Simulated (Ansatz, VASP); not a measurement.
**TaN in VASP and in Ansatz**

Contents of POSCAR:

```
TaN
1.0
    0.0000000000      2.1790000000      2.1790000000
    2.1790000000      0.0000000000      2.1790000000
    2.1790000000      2.1790000000      0.0000000000
Ta N
1 1
Direct
    0.5000000000      0.5000000000      0.5000000000
   -0.0057365764     -0.0057365764      0.0057365764
```

INCAR.step1

```
SYSTEM = TaN
  PREC = Accurate
  ENCUT = 770
  ISMEAR = 0
  SIGMA = 0.15
  LREAL = .FALSE.
  LASPH = .TRUE.
  NELM = 120
  NBANDS = 16
  GGA = PE
  ALGO = Normal
  EDIFF = 1E-5
  LWAVE = .TRUE.
  LCHARG = .FALSE.
  GGA_COMPAT = .FALSE.
```

INCAR.step2

```
SYSTEM = TaN
  PREC = Accurate
  ENCUT = 770
  EDIFF = 1E-6
  ISMEAR = 0
  SIGMA = 0.15
  LREAL = .FALSE.
  LASPH = .TRUE.
  NELM = 120
  ALGO = Normal
  ISIF = 2
  LWAVE = .FALSE.
  LCHARG = .FALSE.
  METAGGA = R2SCAN
  LMIXTAU = .TRUE.
  NBANDS = 16
  ISTART = 1
  GGA_COMPAT = .FALSE.
```

Contents of KPOINTS:

```
regular mesh
0
G
  18 18 18
  0 0 0
```

Input for Ansatz:

```yaml
crystal:
  lattice:
    - [0.0, 2.179, 2.179]
    - [2.179, 0.0, 2.179]
    - [2.179, 2.179, 0.0]
  atoms:
    - { symbol: Ta, position: [0.5, 0.5, 0.5] }
    - { symbol: "N", position: [-0.0057365764, -0.0057365764, 0.0057365764] }
basis:
  ecutwfc: 500
kpoints:
  mp_grid: { grid: [18, 18, 18] }
hamiltonian:
  xc: r2scan
scf:
  occupations: { method: gaussian, width: 0.15 }
output:
  forces: true
  stress: true
  eigenvalues: true
```

Change from the starting cell: all N atoms moved +0.025 Å, as atom 2 towards its neighbour atom 1 (Ta) at 2.179 Å.

Alike in both runs: task single point; functional r2SCAN; k mesh 18 × 18 × 18; occupations gaussian, width 0.15 eV; no spin polarisation.

|  | VASP | Ansatz |
| --- | --- | --- |
| version | VASP 6.6.1 | Ansatz 0.2.0 |
| potentials or method | VASP PAW PBE potentials, release 64 (Ta_sv_GW, N), cutoff 770 eV | scalar-relativistic, plane waves, PAW |
| valence electrons in the cell | 18 | 18 |

```tsv
	VASP	Ansatz	Ansatz less VASP
gap on the k mesh at the Fermi level (eV)	none	none	-
pressure (GPa)	10.0	9.9	-0.07
traceless stress, the component that is largest in VASP (GPa)	0.23	0.22	-0.005
rms of the force components (eV/Å)	0.128	0.127	-0.0014
```

VASP's potentials were made for PBE, not for r2SCAN. Atom by atom the forces differ by 0.001 eV/Å (rms over components). A gap of «none» marks a metal or a gap that the smearing closes.

Neither program's run includes spin-orbit coupling.
